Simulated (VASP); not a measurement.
# Cs2AgBiBr6 (Fm-3m) in VASP: single point with r2SCAN

Aim: the single point of Cs2AgBiBr6 with r2SCAN.

Program: VASP 6.6.1. These are calculated values, not measurements. Logs are shortened: lines on timing, memory, paths and dates and some standing lists are left out, and cuts for length are marked.

**1. The cell of the first run**

It takes space group Fm-3m (No. 225, cubic). Conventional cell: a = 11.284 Å, b = 11.284 Å, c = 11.284 Å, α = 90.00°, β = 90.00°, γ = 90.00°. Bi (site symmetry m-3m) has 6 Br at 2.83 Å within 3.7 Å. Within 3.7 Å of Ag (site symmetry m-3m) lie 6 Br at 2.81 Å. Cs (site symmetry -43m) has 12 Br at 3.99 Å and 4 Bi at 4.89 Å and 4 Ag at 4.89 Å within 5.2 Å. Within 3.7 Å of Br (site symmetry 4mm) lie 1 Ag at 2.81 Å and 1 Bi at 2.83 Å.

**2. Single point, r2SCAN**

File POSCAR:

```
Cs2AgBiBr6
1.0
    0.0000000000      5.6418700000      5.6418700000
    5.6418700000      0.0000000000      5.6418700000
    5.6418700000      5.6418700000      0.0000000000
Bi Ag Cs Br
1 1 2 6
Direct
    0.0000000000      0.0000000000      0.0000000000
    0.5000000000      0.5000000000      0.5000000000
    0.2500000000      0.2500000000      0.2500000000
    0.7500000000      0.7500000000      0.7500000000
    0.2505500000      0.7494500000      0.2505500000
    0.2505500000      0.7494500000      0.7494500000
    0.7494500000      0.2505500000      0.7494500000
    0.7494500000      0.2505500000      0.2505500000
    0.2505500000      0.2505500000      0.7494500000
    0.7494500000      0.7494500000      0.2505500000
```

File INCAR.step1:

```
SYSTEM = Cs2AgBiBr6
PREC = Accurate
ENCUT = 520
ISMEAR = -1
SIGMA = 0.129
LREAL = .FALSE.
LASPH = .TRUE.
NELM = 80
NBANDS = 54
GGA = PE
ALGO = Normal
EDIFF = 1E-4
LWAVE = .TRUE.
LCHARG = .FALSE.
```

File INCAR.step2:

```
SYSTEM = Cs2AgBiBr6
PREC = Accurate
ENCUT = 520
EDIFF = 1E-6
ISMEAR = -1
SIGMA = 0.129
LREAL = .FALSE.
LASPH = .TRUE.
NELM = 80
ALGO = Normal
ISIF = 2
LWAVE = .FALSE.
LCHARG = .FALSE.
METAGGA = R2SCAN
LMIXTAU = .TRUE.
NBANDS = 54
ISTART = 1
```

File KPOINTS:

```
regular mesh
0
G
  4 4 4
  0 0 0
```

Potentials or basis: VASP PAW PBE potentials, release 64 (Bi_d, Ag, Cs_sv, Br).

On the command line:

```bash
$ cat potpaw_PBE.64/Bi_d/POTCAR potpaw_PBE.64/Ag/POTCAR potpaw_PBE.64/Cs_sv/POTCAR potpaw_PBE.64/Br/POTCAR > POTCAR
$ cp INCAR.step1 INCAR
$ mpirun -np 1 vasp_std > vasp.out
$ cp INCAR.step2 INCAR
$ mpirun -np 1 vasp_std > vasp.out
```

OUTCAR:

```text
SYSTEM = Cs2AgBiBr6
   PREC = Accurate
   ENCUT = 520
   EDIFF = 1E-6
   ISMEAR = -1
   LREAL = .FALSE.
   LASPH = .TRUE.
   NELM = 80
   ISIF = 2
   METAGGA = R2SCAN
   ISTART = 1

 ion  position               nearest neighbor table
   1  0.000  0.000  0.000-   5 2.83   6 2.83   7 2.83   8 2.83   9 2.83  10 2.83
   2  0.500  0.500  0.500-   5 2.81   6 2.81   7 2.81   8 2.81   9 2.81  10 2.81
   3  0.250  0.250  0.250-
   4  0.750  0.750  0.750-
   5  0.251  0.749  0.251-   2 2.81   1 2.83
   6  0.251  0.749  0.749-   2 2.81   1 2.83
   7  0.749  0.251  0.749-   2 2.81   1 2.83
   8  0.749  0.251  0.251-   2 2.81   1 2.83
   9  0.251  0.251  0.749-   2 2.81   1 2.83
  10  0.749  0.749  0.251-   2 2.81   1 2.83

  LATTYP: Found a face centered cubic cell.
 ALAT       =    11.2837400000

  Lattice vectors:

 A1 = (   0.0000000000,   5.6418700000,   5.6418700000)
 A2 = (   5.6418700000,   0.0000000000,   5.6418700000)
 A3 = (   5.6418700000,   5.6418700000,   0.0000000000)

Analysis of symmetry for initial positions (statically):
=====================================================================
 Subroutine PRICEL returns:
 Original cell was already a primitive cell.

 Routine SETGRP: Setting up the symmetry group for a
 face centered cubic supercell.

 Subroutine GETGRP returns: Found 48 space group operations
 (whereof 48 operations were pure point group operations)
 out of a pool of 48 trial point group operations.

The static configuration has the point symmetry O_h .

Analysis of symmetry for dynamics (positions and initial velocities):
=====================================================================
 Subroutine PRICEL returns:
 Original cell was already a primitive cell.

 Routine SETGRP: Setting up the symmetry group for a
 face centered cubic supercell.

 Subroutine GETGRP returns: Found 48 space group operations
 (whereof 48 operations were pure point group operations)
 out of a pool of 48 trial point group operations.

The dynamic configuration has the point symmetry O_h .

 Subroutine INISYM returns: Found 48 space group operations
 (whereof 48 operations are pure point group operations),
 and found     1 'primitive' translations

[... 97 lines left out ...]
   IBRION =     -1    ionic relax: 0-MD 1-quasi-New 2-CG
   NFREE  =      0    steps in history (QN), initial steepest desc. (CG)
   ISIF   =      2    stress and relaxation
   ISYM   =      2    0-nonsym 1-usesym 2-fastsym
   POTIM  = 0.5000    time-step for ionic-motion
   TEBEG  =    0.0;   TEEND  =   0.0 temperature during run
   PSTRESS=    0.0 pullay stress
   NELECT =      86.0000    total number of electrons
   NUPDOWN=      -1.0000    fix difference up-down
   EMIN   =  10.00;   EMAX   =-10.00  energy-range for DOS
   EFERMI =   0.00;   METHOD = LEGACY
   ISMEAR =    -1;   SIGMA  =   0.13  broadening in eV -4-tet -1-fermi 0-gaus
   EFERMI_NEDOS =   21; number of points for ismear=-14 and -15
   IALGO  =     38    algorithm
   IMIX   =      4    mixing-type and parameters
     AMIX     =   0.40;   BMIX     =  1.00
     AMIX_MAG =   1.60;   BMIX_MAG =  1.00
  volume/ion in A,a.u.               =      35.92       242.38
  Fermi-wavevector in a.u.,A,eV,Ry     =   1.016579  1.921056 14.060715  1.033433
  Thomas-Fermi vector in A             =   2.149931
   LORBIT       =      0    0 simple, 1 ext, 2 COOP (PROOUT), +10 PAW based schemes
   METAGGA = R2SCAN    functional components
   LHFCALC =     F    Hartree Fock is set to
   AEXX    =    0.0000 exact exchange contribution
   IVDW    =     0    specifies the selected vdW correction
   LEPSILON=     F    determine dielectric tensor
   LRPA    =     F    only Hartree local field effects (RPA)
 non-spin polarized calculation
  energy-cutoff  :      520.00
  volume of cell :      359.17
 maximum number of plane-waves:      9721
   NGX = 29   NGY = 29   NGZ = 29

 number of electron      86.0000012 magnetization

 Free energy of the ion-electron system (eV)
  ---------------------------------------------------
  ext. energy  EPLUGINS =         0.00000000
  ---------------------------------------------------
  free energy    TOTEN  =      -222.50614533 eV

  energy without entropy =     -222.50561658  energy(sigma->0) =     -222.50588095

 E-fermi :   1.8961     XC(G=0):  -8.5325

 val. band max:        1.0383762561   @ k =   0.5000   0.5000   0.0000
 cond. band min:       2.7057865883   @ k =   0.5000   0.0000   0.0000
 fundamental gap:      1.6674103322
 Fermi energy:         1.8960971451

 k-point     1 :       0.0000    0.0000    0.0000
  band No.  band energies     occupation
      1     -22.7940      2.00000
      2     -22.7940      2.00000
      3     -22.7464      2.00000
      4     -22.7464      2.00000
      5     -22.7464      2.00000
      6     -20.3494      2.00000
[... 445 lines left out ...]
     53       7.6080      0.00000
     54       7.8958      0.00000

------------------------ aborting loop because EDIFF is reached ----------------------------------------

  FORCE on cell =-STRESS in cart. coord.  units (eV):
  Direction    XX          YY          ZZ          XY          YZ          ZX
  --------------------------------------------------------------------------------------
  -------------------------------------------------------------------------------------
  Total        1.3222531      1.3222531      1.3222531     -0.0000000     -0.0000000     -0.0000000
  in kB        5.8982877      5.8982877      5.8982877     -0.0000000     -0.0000000     -0.0000000
  external PRESSURE =       5.8982877 kB  Pullay stress =       0.0000000 kB

 VOLUME and BASIS-vectors are now :
 -----------------------------------------------------------------------------
  energy-cutoff  :      520.00
  volume of cell :      359.17
      direct lattice vectors                 reciprocal lattice vectors
     0.000000000  5.641870000  5.641870000    -0.088623098  0.088623098  0.088623098
     5.641870000  0.000000000  5.641870000     0.088623098 -0.088623098  0.088623098
     5.641870000  5.641870000  0.000000000     0.088623098  0.088623098 -0.088623098

 POSITION                                       TOTAL-FORCE (eV/Angst)
 -----------------------------------------------------------------------------------
      0.00000      0.00000      0.00000         0.000000     -0.000000      0.000000
      5.64187      5.64187      5.64187         0.000000     -0.000000      0.000000
      2.82093      2.82093      2.82093        -0.000000     -0.000000      0.000000
      8.46280      8.46280      8.46280         0.000000      0.000000      0.000000
      5.64187      2.82714      5.64187         0.000000      0.197317      0.000000
      8.45660      5.64187      5.64187        -0.197317     -0.000000      0.000000
      5.64187      8.45660      5.64187         0.000000     -0.197317      0.000000
      2.82714      5.64187      5.64187         0.197317     -0.000000      0.000000
      5.64187      5.64187      2.82714         0.000000     -0.000000      0.197317
      5.64187      5.64187      8.45660         0.000000     -0.000000     -0.197317
 -----------------------------------------------------------------------------------
    total drift:                                0.000000      0.000000     -0.000000

  FREE ENERGIE OF THE ION-ELECTRON SYSTEM (eV)
  ---------------------------------------------------
  free  energy   TOTEN  =      -222.5061453325 eV

  energy  without entropy=     -222.5056165760  energy(sigma->0) =     -222.50588095
```

OUTCAR.step1:

```text
SYSTEM = Cs2AgBiBr6
   PREC = Accurate
   ENCUT = 520
   ISMEAR = -1
   LREAL = .FALSE.
   LASPH = .TRUE.
   NELM = 80
[... 687 lines left out ...]
      2.82714      5.64187      5.64187         0.244846      0.000000      0.000000
      5.64187      5.64187      2.82714         0.000000      0.000000      0.244846
      5.64187      5.64187      8.45660         0.000000      0.000000     -0.244846
 -----------------------------------------------------------------------------------
    total drift:                                0.000000      0.000000     -0.000000

  FREE ENERGIE OF THE ION-ELECTRON SYSTEM (eV)
  ---------------------------------------------------
  free  energy   TOTEN  =       -29.5280923098 eV

  energy  without entropy=      -29.5261981614  energy(sigma->0) =      -29.52714524
```

OSZICAR.step1:

```text
N       E                     dE             d eps       ncg     rms          rms(c)
DAV:   1     0.718735836295E+03    0.71874E+03   -0.36729E+04   872   0.140E+03
DAV:   2     0.475533146636E+02   -0.67118E+03   -0.64996E+03  1052   0.298E+02
DAV:   3    -0.283381183868E+02   -0.75891E+02   -0.75487E+02  1040   0.119E+02
DAV:   4    -0.307604309822E+02   -0.24223E+01   -0.24149E+01  1074   0.258E+01
DAV:   5    -0.308353995969E+02   -0.74969E-01   -0.74944E-01  1186   0.404E+00    0.793E+00
DAV:   6    -0.295895897045E+02    0.12458E+01   -0.22364E+00  1114   0.898E+00    0.528E+00
DAV:   7    -0.295191637404E+02    0.70426E-01   -0.11678E+00  1080   0.402E+00    0.236E+00
DAV:   8    -0.295247432176E+02   -0.55795E-02   -0.98177E-02  1042   0.156E+00    0.614E-01
DAV:   9    -0.295270157263E+02   -0.22725E-02   -0.86227E-03  1008   0.505E-01    0.129E-01
DAV:  10    -0.295277804375E+02   -0.76471E-03   -0.14434E-03  1074   0.152E-01    0.877E-02
DAV:  11    -0.295280669525E+02   -0.28652E-03   -0.30546E-04   888   0.732E-02    0.177E-02
DAV:  12    -0.295280923098E+02   -0.25357E-04   -0.29177E-05   680   0.283E-02
   1 F= -.29528092E+02 E0= -.29527145E+02  d E =-.189415E-02
```

Wall time 7.8 min (1 thread of Intel Xeon Platinum 8488C (Sapphire Rapids), shared host); peak memory 0.66 GiB.

Results:

* Free energy: -222.5061 eV
* Pressure: 0.6 GPa
* Largest force: 0.197 eV/Å
* Band gap on the k mesh: 1.67 eV (least direct gap 2.83 eV)

Forces on the atoms (eV/Å):
```
Bi   0.000  0.000  0.000
Ag   0.000  0.000  0.000
Cs   0.000  0.000  0.000
Cs   0.000  0.000  0.000
Br   0.000  0.197  0.000
Br  -0.197  0.000  0.000
Br   0.000 -0.197  0.000
Br   0.197  0.000  0.000
Br   0.000  0.000  0.197
Br   0.000  0.000 -0.197
```

Caveat: the PAW data sets were made with another functional, which shifts forces and pressure a little; spin-orbit coupling is left out, which moves the levels of the heavy elements. r2SCAN opens gaps a little over a GGA but as a rule still falls short of measured ones.
